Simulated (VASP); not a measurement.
# NaI (F-43m) in VASP: a series of runs

Runs on NaI. Level: r2SCAN. Tasks: single point.

All numbers are computed with VASP 6.6.1; they aren't measurements. Logs are shortened: lines on timing, memory, paths and dates and some standing lists are left out, and cuts for length are marked.

### Step 1. The cell of the first run

The structure is cubic, space group F-43m (No. 216). The conventional cell has a = 7.086 Å, b = 7.086 Å, c = 7.086 Å, α = 90.00°, β = 90.00°, γ = 90.00°. Within 4.0 Å of Na (site symmetry -43m) lie 4 I at 3.07 Å. I (site symmetry -43m) has 4 Na at 3.07 Å within 4.0 Å.

### Step 2. Single point, r2SCAN

The input, POSCAR:

```
NaI
1.0
    0.0000000000      3.5431916794      3.5431916794
    3.5431916794      0.0000000000      3.5431916794
    3.5431916794      3.5431916794      0.0000000000
Na I
1 1
Direct
    0.0000000000      0.0000000000      0.0000000000
    0.2500000000      0.2500000000      0.2500000000
```

The input, INCAR.step1:

```
SYSTEM = NaI
PREC = Accurate
ENCUT = 520
ISMEAR = 0
SIGMA = 0.01
LREAL = .FALSE.
LASPH = .TRUE.
NELM = 100
NBANDS = 14
GGA = PE
ALGO = Normal
EDIFF = 1E-4
LWAVE = .TRUE.
LCHARG = .FALSE.
```

The input, INCAR.step2:

```
SYSTEM = NaI
PREC = Accurate
ENCUT = 520
EDIFF = 1E-6
ISMEAR = 0
SIGMA = 0.01
LREAL = .FALSE.
LASPH = .TRUE.
NELM = 100
ALGO = Normal
ISIF = 2
LWAVE = .FALSE.
LCHARG = .FALSE.
METAGGA = R2SCAN
LMIXTAU = .TRUE.
NBANDS = 14
ISTART = 1
```

The input, KPOINTS:

```
Automatic mesh
0
G
  6 6 6
  0 0 0
```

Potentials or basis: VASP PAW PBE potentials, release 64 (Na_pv, I).

Command:

```sh
> cat potpaw_PBE.64/Na_pv/POTCAR potpaw_PBE.64/I/POTCAR > POTCAR
> cp INCAR.step1 INCAR
> mpirun -np 1 vasp_std > vasp.out
> cp INCAR.step2 INCAR
> mpirun -np 1 vasp_std > vasp.out
```

OUTCAR:

```text
SYSTEM = NaI
   PREC = Accurate
   ENCUT = 520
   EDIFF = 1E-6
   ISMEAR = 0
   LREAL = .FALSE.
   LASPH = .TRUE.
   NELM = 100
   ISIF = 2
   METAGGA = R2SCAN
   ISTART = 1

 ion  position               nearest neighbor table
   1  0.000  0.000  0.000-   2 3.07   2 3.07   2 3.07   2 3.07
   2  0.250  0.250  0.250-   1 3.07   1 3.07   1 3.07   1 3.07

  LATTYP: Found a face centered cubic cell.
 ALAT       =     7.0863833588

  Lattice vectors:

 A1 = (   0.0000000000,   3.5431916794,   3.5431916794)
 A2 = (   3.5431916794,   0.0000000000,   3.5431916794)
 A3 = (   3.5431916794,   3.5431916794,   0.0000000000)

Analysis of symmetry for initial positions (statically):
=====================================================================
 Subroutine PRICEL returns:
 Original cell was already a primitive cell.

 Routine SETGRP: Setting up the symmetry group for a
 face centered cubic supercell.

 Subroutine GETGRP returns: Found 24 space group operations
 (whereof 24 operations were pure point group operations)
 out of a pool of 48 trial point group operations.

The static configuration has the point symmetry T_d .

Analysis of symmetry for dynamics (positions and initial velocities):
=====================================================================
 Subroutine PRICEL returns:
 Original cell was already a primitive cell.

 Routine SETGRP: Setting up the symmetry group for a
 face centered cubic supercell.

 Subroutine GETGRP returns: Found 24 space group operations
 (whereof 24 operations were pure point group operations)
 out of a pool of 48 trial point group operations.

The dynamic configuration has the point symmetry T_d .

 Subroutine INISYM returns: Found 24 space group operations
 (whereof 24 operations are pure point group operations),
 and found     1 'primitive' translations

----------------------------------------------------------------------------------------

                                     Primitive cell

  volume of cell :      88.9639

  direct lattice vectors                    reciprocal lattice vectors
     0.000000000  3.543191679  3.543191679    -0.141115707  0.141115707  0.141115707
     3.543191679  0.000000000  3.543191679     0.141115707 -0.141115707  0.141115707
     3.543191679  3.543191679  0.000000000     0.141115707  0.141115707 -0.141115707

  length of vectors
     5.010829727  5.010829727  5.010829727     0.244419575  0.244419575  0.244419575

  position of ions in fractional coordinates (direct lattice)
     0.000000000  0.000000000  0.000000000
     0.250000000  0.250000000  0.250000000

  ion indices of the primitive-cell ions
   primitive index   ion index
                 1           1
                 2           2

----------------------------------------------------------------------------------------

 KPOINTS: Automatic mesh

Automatic generation of k-mesh.
 Grid dimensions read from file:
 generate k-points for:    6    6    6

 Generating k-lattice:

  Cartesian coordinates                     Fractional coordinates (reciprocal lattice)
    -0.023519285  0.023519285  0.023519285     0.166666667  0.000000000  0.000000000
     0.023519285 -0.023519285  0.023519285     0.000000000  0.166666667  0.000000000
     0.023519285  0.023519285 -0.023519285     0.000000000  0.000000000  0.166666667

  Length of vectors
     0.040736596  0.040736596  0.040736596

  Shift w.r.t. Gamma in fractional coordinates (k-lattice)
     0.000000000  0.000000000  0.000000000

 Subroutine IBZKPT returns following result:
 ===========================================

 Found     16 irreducible k-points:

 Following reciprocal coordinates:
            Coordinates               Weight
  0.000000  0.000000  0.000000      1.000000
  0.166667  0.000000  0.000000      8.000000
  0.333333  0.000000  0.000000      8.000000
  0.500000  0.000000  0.000000      4.000000
  0.166667  0.166667  0.000000      6.000000
  0.333333  0.166667  0.000000     24.000000
[... 8 lines left out ...]
 -0.333333  0.333333  0.166667     24.000000
 -0.333333  0.500000  0.166667     12.000000
   k-points           NKPTS =     16   k-points in BZ     NKDIM =     16   number of bands    NBANDS=     14
   number of dos      NEDOS =    301   number of ions     NIONS =      2
   total plane-waves  NPLWV =  64000
   dimension x,y,z NGX =    40 NGY =   40 NGZ =   40
   dimension x,y,z NGXF=    80 NGYF=   80 NGZF=   80
   ions per type =               1   1
   NGX,Y,Z   is equivalent  to a cutoff of  13.27, 13.27, 13.27 a.u.
   NGXF,Y,Z  is equivalent  to a cutoff of  26.54, 26.54, 26.54 a.u.
 SYSTEM =  NaI
   PREC   = accura    normal or accurate (medium, high low for compatibility)
   ISTART =      1    job   : 0-new  1-cont  2-samecut
   ICHARG =      0    charge: 1-file 2-atom 10-const
   ISPIN  =      1    spin polarized calculation?
   LNONCOLLINEAR =      F non collinear calculations
   LSORBIT =      F    spin-orbit coupling
   LASPH  =      T    aspherical Exc in radial PAW
   ENCUT  =  520.0 eV  38.22 Ry    6.18 a.u.   9.32  9.32  9.32*2*pi/ulx,y,z
   NELM   =    100;   NELMIN=  2; NELMDL=  0     # of ELM steps
   EDIFF  = 0.1E-05   stopping-criterion for ELM
   LREAL  =      F    real-space projection
   EDIFFG = 0.1E-04   stopping-criterion for IOM
   NSW    =      0    number of steps for IOM
   IBRION =     -1    ionic relax: 0-MD 1-quasi-New 2-CG
   NFREE  =      0    steps in history (QN), initial steepest desc. (CG)
   ISIF   =      2    stress and relaxation
   ISYM   =      2    0-nonsym 1-usesym 2-fastsym
   POTIM  = 0.5000    time-step for ionic-motion
   TEBEG  =    0.0;   TEEND  =   0.0 temperature during run
   PSTRESS=    0.0 pullay stress
   NELECT =      14.0000    total number of electrons
   NUPDOWN=      -1.0000    fix difference up-down
   EMIN   =  10.00;   EMAX   =-10.00  energy-range for DOS
   EFERMI =   0.00;   METHOD = LEGACY
   ISMEAR =     0;   SIGMA  =   0.01  broadening in eV -4-tet -1-fermi 0-gaus
   EFERMI_NEDOS =   21; number of points for ismear=-14 and -15
   IALGO  =     38    algorithm
   IMIX   =      4    mixing-type and parameters
     AMIX     =   0.40;   BMIX     =  1.00
     AMIX_MAG =   1.60;   BMIX_MAG =  1.00
  volume/ion in A,a.u.               =      44.48       300.18
  Fermi-wavevector in a.u.,A,eV,Ry     =   0.883852  1.670238 10.628794  0.781194
  Thomas-Fermi vector in A             =   2.004674
   LORBIT       =      0    0 simple, 1 ext, 2 COOP (PROOUT), +10 PAW based schemes
   METAGGA = R2SCAN    functional components
   LHFCALC =     F    Hartree Fock is set to
   AEXX    =    0.0000 exact exchange contribution
   IVDW    =     0    specifies the selected vdW correction
   LEPSILON=     F    determine dielectric tensor
   LRPA    =     F    only Hartree local field effects (RPA)
 non-spin polarized calculation
 Gauss-broadening in eV      SIGMA  =   0.01
  energy-cutoff  :      520.00
  volume of cell :       88.96
 maximum number of plane-waves:      2421
 NGX is ok and might be reduce to    40
   NGX = 19   NGY = 19   NGZ = 19

 number of electron      14.0000001 magnetization

 Free energy of the ion-electron system (eV)
  ---------------------------------------------------
  ext. energy  EPLUGINS =         0.00000000
  ---------------------------------------------------
  free energy    TOTEN  =       -30.91783058 eV

  energy without entropy =      -30.91783058  energy(sigma->0) =      -30.91783058

 E-fermi :  -1.3951     XC(G=0):  -6.8018

 val. band max:       -1.4609017557   @ k =   0.0000   0.0000   0.0000
 cond. band min:       2.9633855604   @ k =   0.0000   0.0000   0.0000
 fundamental gap:      4.4242873161
 Fermi energy:        -1.3951086359

 k-point     1 :       0.0000    0.0000    0.0000
  band No.  band energies     occupation
      1     -24.3441      2.00000
      2     -24.3438      2.00000
      3     -24.3438      2.00000
      4     -12.1968      2.00000
      5      -1.4609      2.00000
      6      -1.4609      2.00000
      7      -1.4609      2.00000
      8       2.9634      0.00000
      9       7.1059      0.00000
     10       7.1059      0.00000
     11       7.1061      0.00000
     12       8.8081      0.00000
     13       8.8081      0.00000
     14      10.4055      0.00000

 k-point     2 :       0.1667    0.0000    0.0000
  band No.  band energies     occupation
      1     -24.3445      2.00000
      2     -24.3441      2.00000
      3     -24.3439      2.00000
      4     -12.1633      2.00000
      5      -1.8348      2.00000
      6      -1.4951      2.00000
      7      -1.4951      2.00000
      8       3.5413      0.00000
      9       6.7480      0.00000
     10       7.2503      0.00000
     11       7.2505      0.00000
     12       8.4060      0.00000
     13       8.4060      0.00000
     14       9.9053      0.00000

 k-point     3 :       0.3333    0.0000    0.0000
  band No.  band energies     occupation
      1     -24.3458      2.00000
      2     -24.3443      2.00000
      3     -24.3441      2.00000
      4     -12.0946      2.00000
      5      -2.4267      2.00000
      6      -1.5610      2.00000
      7      -1.5610      2.00000
      8       4.4097      0.00000
      9       6.5678      0.00000
     10       6.9834      0.00000
     11       6.9835      0.00000
     12       9.1012      0.00000
     13       9.1012      0.00000
     14       9.3957      0.00000

 k-point     4 :       0.5000    0.0000    0.0000
  band No.  band energies     occupation
      1     -24.3465      2.00000
      2     -24.3444      2.00000
      3     -24.3441      2.00000
      4     -12.0593      2.00000
      5      -2.6767      2.00000
      6      -1.5927      2.00000
      7      -1.5927      2.00000
      8       4.6341      0.00000
      9       6.7246      0.00000
     10       6.7766      0.00000
     11       6.7767      0.00000
     12       9.8575      0.00000
     13      10.4368      0.00000
     14      10.4368      0.00000

 k-point     5 :       0.1667    0.1667    0.0000
  band No.  band energies     occupation
      1     -24.3446      2.00000
      2     -24.3441      2.00000
      3     -24.3440      2.00000
      4     -12.1522      2.00000
      5      -1.8307      2.00000
      6      -1.5678      2.00000
      7      -1.5678      2.00000
      8       3.7241      0.00000
      9       6.4714      0.00000
     10       7.3724      0.00000
     11       7.5134      0.00000
[... 140 lines left out ...]
 k-point    14 :       0.5000    0.3333    0.1667
  band No.  band energies     occupation
      1     -24.3462      2.00000
      2     -24.3447      2.00000
      3     -24.3443      2.00000
      4     -12.0490      2.00000
      5      -2.3939      2.00000
      6      -1.9468      2.00000
      7      -1.7103      2.00000
      8       4.9960      0.00000
      9       6.1385      0.00000
     10       6.2509      0.00000
     11       7.9723      0.00000
     12       8.7491      0.00000
     13      10.5289      0.00000
     14      11.1701      0.00000

 k-point    15 :      -0.3333    0.3333    0.1667
  band No.  band energies     occupation
      1     -24.3464      2.00000
      2     -24.3450      2.00000
      3     -24.3445      2.00000
      4     -12.0256      2.00000
      5      -2.4131      2.00000
      6      -2.0957      2.00000
      7      -1.7788      2.00000
      8       5.2045      0.00000
      9       5.9065      0.00000
     10       6.8640      0.00000
     11       7.6336      0.00000
     12       9.0710      0.00000
     13      10.2634      0.00000
     14      10.9993      0.00000

 k-point    16 :      -0.3333    0.5000    0.1667
  band No.  band energies     occupation
      1     -24.3465      2.00000
      2     -24.3449      2.00000
      3     -24.3446      2.00000
      4     -12.0143      2.00000
      5      -2.4229      2.00000
      6      -2.0582      2.00000
      7      -1.8987      2.00000
      8       4.6825      0.00000
      9       6.0069      0.00000
     10       7.4250      0.00000
     11       7.6357      0.00000
     12      10.0298      0.00000
     13      10.7555      0.00000
     14      11.0305      0.00000

------------------------ aborting loop because EDIFF is reached ----------------------------------------

  FORCE on cell =-STRESS in cart. coord.  units (eV):
  Direction    XX          YY          ZZ          XY          YZ          ZX
  --------------------------------------------------------------------------------------
  -------------------------------------------------------------------------------------
  Total       -0.0408047     -0.0408047     -0.0408047     -0.0000000      0.0000000      0.0000000
  in kB       -0.7348636     -0.7348636     -0.7348636     -0.0000000      0.0000000      0.0000000
  external PRESSURE =      -0.7348636 kB  Pullay stress =       0.0000000 kB

 VOLUME and BASIS-vectors are now :
 -----------------------------------------------------------------------------
  energy-cutoff  :      520.00
  volume of cell :       88.96
      direct lattice vectors                 reciprocal lattice vectors
     0.000000000  3.543191679  3.543191679    -0.141115707  0.141115707  0.141115707
     3.543191679  0.000000000  3.543191679     0.141115707 -0.141115707  0.141115707
     3.543191679  3.543191679  0.000000000     0.141115707  0.141115707 -0.141115707

 POSITION                                       TOTAL-FORCE (eV/Angst)
 -----------------------------------------------------------------------------------
      0.00000      0.00000      0.00000        -0.000000     -0.000000     -0.000000
      1.77160      1.77160      1.77160         0.000000      0.000000      0.000000
 -----------------------------------------------------------------------------------
    total drift:                               -0.000007     -0.000007     -0.000007

  FREE ENERGIE OF THE ION-ELECTRON SYSTEM (eV)
  ---------------------------------------------------
  free  energy   TOTEN  =       -30.9178305759 eV

  energy  without entropy=      -30.9178305759  energy(sigma->0) =      -30.91783058
```

Wall time 90 s (1 thread of AMD EPYC 7R13 (Zen 3), shared host); peak memory 0.23 GiB.

Results:

| Item | Value |
| --- | --- |
| Free energy | -30.9178 eV |
| Pressure | -0.1 GPa |
| Band gap on the k mesh | 4.42 eV, direct |

Caveat: the PAW data sets were made with another functional, which shifts forces and pressure a little; spin-orbit coupling is left out, which moves the levels of the heavy elements. r2SCAN opens gaps a little over a GGA but as a rule still falls short of measured ones.

[end of part 1 of 2]
